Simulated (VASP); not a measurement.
# BaH2 (P6_3/mmc) in VASP: further runs, part 2 of 2

VASP 6.6.1.

### Step 4. Relaxation of shape and atoms at fixed volume, PBEsol (14.64 Å³/atom)

This run uses another cell than the first one, of 14.64 Å³/atom.

Input file INCAR:

```
SYSTEM = BaH2
  ALGO = Normal
  EDIFF = 1E-6
  EDIFFG = -0.01
  ENCUT = 600
  GGA = PS
  IBRION = 2
  ISIF = 4
  ISMEAR = 0
  LASPH = .True.
  LCHARG = .False.
  LREAL = .False.
  LWAVE = .False.
  NELM = 100
  NSW = 50
  PREC = Accurate
  SIGMA = 0.02
```

Input file KPOINTS:

```
k-points
0
Gamma
  6 6 6
  0 0 0
```

Input file POSCAR:

```
BaH2
1.0
    4.2740206838      0.0000000000      0.0000000000
   -2.1370103419      3.7014104885      0.0000000000
    0.0000000000      0.0000000000      5.5510095337
Ba H
2 4
Direct
    0.6666666667      0.3333333333      0.7500000000
    0.3333333333      0.6666666667      0.2500000000
    0.3333333333      0.6666666667      0.7500000000
    0.6666666667      0.3333333333      0.2500000000
    0.0000000000      0.0000000000      0.5000000000
    0.0000000000      0.0000000000      0.0000000000
```

Potentials or basis: VASP PAW PBE potentials, release 64 (Ba_sv, H).

Command:

```console
> cat potpaw_PBE.64/Ba_sv/POTCAR potpaw_PBE.64/H/POTCAR > POTCAR
> mpirun -np 1 vasp_std > vasp.out
```

OUTCAR:

```text
SYSTEM = BaH2
   EDIFF = 1E-6
   EDIFFG = -0.01
   ENCUT = 600
   GGA = PS
   IBRION = 2
   ISIF = 4
   ISMEAR = 0
   LASPH = .True.
   LREAL = .False.
   NELM = 100
   NSW = 50
   PREC = Accurate

 ion  position               nearest neighbor table
   1  0.667  0.333  0.750-   3 2.47   3 2.47   3 2.47   4 2.78   4 2.78   2 3.71   2 3.71   2 3.71
                             2 3.71   2 3.71   2 3.71
   2  0.333  0.667  0.250-   4 2.47   4 2.47   4 2.47   3 2.78   3 2.78   1 3.71   1 3.71   1 3.71
                             1 3.71   1 3.71   1 3.71
   3  0.333  0.667  0.750-   1 2.47   1 2.47   1 2.47   2 2.78   2 2.78
   4  0.667  0.333  0.250-   2 2.47   2 2.47   2 2.47   1 2.78   1 2.78
   5  0.000  0.000  0.500-
   6  0.000  0.000  0.000-

  LATTYP: Found a hexagonal cell.
 ALAT       =     4.2740206838
 C/A-ratio  =     1.2987792864

  Lattice vectors:

 A1 = (   4.2740206838,   0.0000000000,   0.0000000000)
 A2 = (  -2.1370103419,   3.7014104885,   0.0000000000)
 A3 = (   0.0000000000,   0.0000000000,   5.5510095337)

Analysis of symmetry for initial positions (statically):
=====================================================================
 Subroutine PRICEL returns:
 Original cell was already a primitive cell.

 Routine SETGRP: Setting up the symmetry group for a
 hexagonal supercell.

 Subroutine GETGRP returns: Found 24 space group operations
 (whereof 12 operations were pure point group operations)
 out of a pool of 24 trial point group operations.

The static configuration has the point symmetry D_3d.
 The point group associated with its full space group is D_6h.

Analysis of symmetry for dynamics (positions and initial velocities):
=====================================================================
 Subroutine PRICEL returns:
 Original cell was already a primitive cell.

 Routine SETGRP: Setting up the symmetry group for a
 hexagonal supercell.

[... 142 lines left out ...]
   LEPSILON=     F    determine dielectric tensor
   LRPA    =     F    only Hartree local field effects (RPA)
 conjugate gradient relaxation of ions
 non-spin polarized calculation
 Gauss-broadening in eV      SIGMA  =   0.02
  energy-cutoff  :      600.00
  volume of cell :       87.82
 maximum number of plane-waves:      2962
 NGX is ok and might be reduce to    36
   NGX = 17   NGY = 17   NGZ = 23

--------------------------------------- Ionic step        1  -------------------------------------------

 number of electron      24.0000002 magnetization

 Free energy of the ion-electron system (eV)
  ---------------------------------------------------
  ext. energy  EPLUGINS =         0.00000000
  ---------------------------------------------------
  free energy    TOTEN  =       -20.30806816 eV

  energy without entropy =      -20.30806816  energy(sigma->0) =      -20.30806816

------------------------ aborting loop because EDIFF is reached ----------------------------------------

  FORCE on cell =-STRESS in cart. coord.  units (eV):
  Direction    XX          YY          ZZ          XY          YZ          ZX
  --------------------------------------------------------------------------------------
  -------------------------------------------------------------------------------------
  Total        2.9657233      2.9657233      2.6390972      0.0000000      0.0000000     -0.0000000
  in kB       54.1084845     54.1084845     48.1493167      0.0000000      0.0000000     -0.0000000
  external PRESSURE =      52.1220952 kB  Pullay stress =       0.0000000 kB
[... 67 lines left out ...]
--------------------------------------- Ionic step        3  -------------------------------------------

 number of electron      24.0000002 magnetization

 Free energy of the ion-electron system (eV)
  ---------------------------------------------------
  ext. energy  EPLUGINS =         0.00000000
  ---------------------------------------------------
  free energy    TOTEN  =       -20.30878778 eV

  energy without entropy =      -20.30878778  energy(sigma->0) =      -20.30878778

 E-fermi :   1.8801     XC(G=0):  -9.5380

 val. band max:        1.7314274416   @ k =   0.0000   0.0000   0.1667
 cond. band min:       3.4037039620   @ k =   0.3333   0.3333   0.5000
 fundamental gap:      1.6722765203
 Fermi energy:         1.8801395266

 k-point     1 :       0.0000    0.0000    0.0000
  band No.  band energies     occupation
      1     -25.0963      2.00000
      2     -24.7057      2.00000
      3     -11.2749      2.00000
      4     -10.0942      2.00000
      5     -10.0942      2.00000
      6      -9.6252      2.00000
[... 433 lines left out ...]
      3     -11.0674      2.00000
      4     -11.0674      2.00000
      5      -9.9786      2.00000
      6      -9.9786      2.00000
[... 8 lines left out ...]
     15       5.4328      0.00000
     16       5.4328      0.00000

 [... further k-points ...]

------------------------ aborting loop because EDIFF is reached ----------------------------------------

  FORCE on cell =-STRESS in cart. coord.  units (eV):
  Direction    XX          YY          ZZ          XY          YZ          ZX
  --------------------------------------------------------------------------------------
  -------------------------------------------------------------------------------------
  Total        2.8306578      2.8306578      2.7736991     -0.0000000      0.0000000     -0.0000000
  in kB       51.6442657     51.6442657     50.6050762     -0.0000000      0.0000000     -0.0000000
  external PRESSURE =      51.2978692 kB  Pullay stress =       0.0000000 kB
[... 21 lines left out ...]
  FREE ENERGIE OF THE ION-ELECTRON SYSTEM (eV)
  ---------------------------------------------------
  free  energy   TOTEN  =       -20.3087877768 eV

  energy  without entropy=      -20.3087877768  energy(sigma->0) =      -20.30878778

 reached required accuracy - stopping structural energy minimisation
```

Wall time 74 s (1 thread of Intel Xeon Platinum 8375C at 2.90GHz (Ice Lake), shared host); peak memory 0.24 GiB.

What came out:

```
Free energy               : -20.3088 eV
Energy gained by relaxing : 0.1 meV/atom
Ionic steps               : 3
Pressure after relaxing   : 5.1 GPa
Band gap on the k mesh    : 1.67 eV (least direct gap 2.32 eV)
```

Stress tensor (GPa, compression positive):
```
5.16 0.00 0.00
0.00 5.16 0.00
0.00 0.00 5.06
```

Step by step:
```
step  energy change (eV)  largest force (eV/Å)  pressure (GPa)  volume (Å³)
   1              0.0000                0.0000            5.21        87.82
   2             -0.0005                0.0000            5.17        87.82
   3             -0.0007                0.0000            5.13        87.82
```

Final structure:
```xyz
6
Lattice="4.2819 0.0000 0.0000 -2.1409 3.7082 0.0000 0.0000 0.0000 5.5307" Properties=species:S:1:pos:R:3 pbc="T T T"
Ba    2.1409    1.2361    4.1480
Ba    0.0000    2.4721    1.3827
H     0.0000    2.4721    4.1480
H     2.1409    1.2361    1.3827
H     0.0000    0.0000    2.7653
H     0.0000    0.0000    5.5307
```

Caveat: the PAW data sets were made with another functional, which shifts forces and pressure a little; spin-orbit coupling is left out, which moves the levels of the heavy elements. A k mesh can miss the band edges.

### Step 5. Relaxation of shape and atoms at fixed volume, PBEsol (15.12 Å³/atom)

This run uses another cell than the first one, of 15.12 Å³/atom.

Input file INCAR:

```
  ALGO = Normal
  EDIFF = 1E-6
  EDIFFG = -0.01
  ENCUT = 600
  GGA = PS
  IBRION = 2
  ISIF = 4
  ISMEAR = 0
  LASPH = True
  LCHARG = False
  LREAL = False
  LWAVE = False
  NELM = 100
  NSW = 50
  PREC = Accurate
  SIGMA = 0.02
```

Input file KPOINTS:

```
k-points
0
Gamma
  6 6 6
```

Edit POSCAR of step 4 so:

```diff
@@ -2,5 +2,5 @@
 1.0
-    4.2740206838      0.0000000000      0.0000000000
-   -2.1370103419      3.7014104885      0.0000000000
-    0.0000000000      0.0000000000      5.5510095337
+    4.3082847628      0.0000000000      0.0000000000
+   -2.1541423814      3.7310840513      0.0000000000
+    0.0000000000      0.0000000000      5.6431665982
 Ba H
```

Command:

```console
> cat potpaw_PBE.64/Ba_sv/POTCAR potpaw_PBE.64/H/POTCAR > POTCAR
> mpirun -np 1 vasp_std > vasp.out
```

Wall time 60 s (1 thread of Intel Xeon Platinum 8375C at 2.90GHz (Ice Lake), shared host); peak memory 0.25 GiB.

The run converged. Its results:

```yaml
Free_energy: -20.3862 eV
Energy_gained_by_relaxing: 0.1 meV/atom
Ionic_steps: 3
Pressure_after_relaxing: 3.5 GPa
Band_gap_on_the_k_mesh: 1.62 eV (least direct gap 2.36 eV)
```

Stress tensor (GPa, compression positive):
```
3.52 0.00 0.00
0.00 3.52 0.00
0.00 0.00 3.39
```

Step by step:
| step | energy change (eV) | largest force (eV/Å) | pressure (GPa) | volume (Å³) |
| --- | --- | --- | --- | --- |
| 1 | 0.0000 | 0.0000 | 3.56 | 90.71 |
| 2 | -0.0005 | 0.0000 | 3.51 | 90.71 |
| 3 | -0.0009 | 0.0000 | 3.48 | 90.71 |

Final structure:
```
Ba H
1.0
     4.31719    0.00000    0.00000
    -2.15859    3.73880    0.00000
     0.00000    0.00000    5.61991
Ba H
2 4
Direct
  0.66667 0.33333 0.75000
  0.33333 0.66667 0.25000
  0.33333 0.66667 0.75000
  0.66667 0.33333 0.25000
  0.00000 0.00000 0.50000
  0.00000 0.00000 0.00000
```

Levels at points of the mesh, in eV from the valence-band top:
| k point | band 10 | band 11 | band 12 | band 13 | band 14 | band 15 |
| --- | --- | --- | --- | --- | --- | --- |
| (0.00, 0.00, 0.00) | -3.36 | -0.14 | -0.03 | 2.67 | 2.67 | 3.78 |
| (0.50, 0.00, 0.00) | -2.28 | -1.62 | -1.50 | 2.43 | 4.15 | 4.58 |
| (0.00, 0.00, 0.50) | -3.26 | -0.42 | -0.42 | 2.43 | 2.43 | 2.43 |
| (0.50, 0.00, 0.50) | -2.52 | -1.09 | -1.09 | 2.56 | 2.56 | 4.10 |

Caveat: the PAW data sets were made with another functional, which shifts forces and pressure a little; spin-orbit coupling is left out, which moves the levels of the heavy elements.

### Step 6. The runs side by side

| task | cell | cutoff (eV) | gap on the mesh (eV) | pressure (GPa) |
| --- | --- | --- | --- | --- |
| single point | a = 4.478, b = 4.478, c = 6.113 Å, angles 90.0, 90.0, 120.0°, 6 atoms | 520 | 1.40 | -2.2 |
| relaxation of shape and atoms at fixed volume | relaxed from a = 4.238, b = 4.238, c = 5.460 Å, angles 90.0, 90.0, 120.0°, 6 atoms | 600 | 1.67 | 7.1 |
| relaxation of shape and atoms at fixed volume | relaxed from a = 4.274, b = 4.274, c = 5.551 Å, angles 90.0, 90.0, 120.0°, 6 atoms | 600 | 1.67 | 5.1 |
| relaxation of shape and atoms at fixed volume | relaxed from a = 4.308, b = 4.308, c = 5.643 Å, angles 90.0, 90.0, 120.0°, 6 atoms | 600 | 1.62 | 3.5 |

Alike in all rows: level PBEsol; potentials or basis VASP PAW PBE potentials, release 64 (Ba_sv, H); no spin polarisation; k mesh 6 × 6 × 6; smearing gaussian 0.02 eV.

Caveats: the PAW data sets were made with another functional, which shifts forces and pressure a little; spin-orbit coupling is left out, which moves the levels of the heavy elements.

Absolute energies hang on the potentials; compare differences alone.
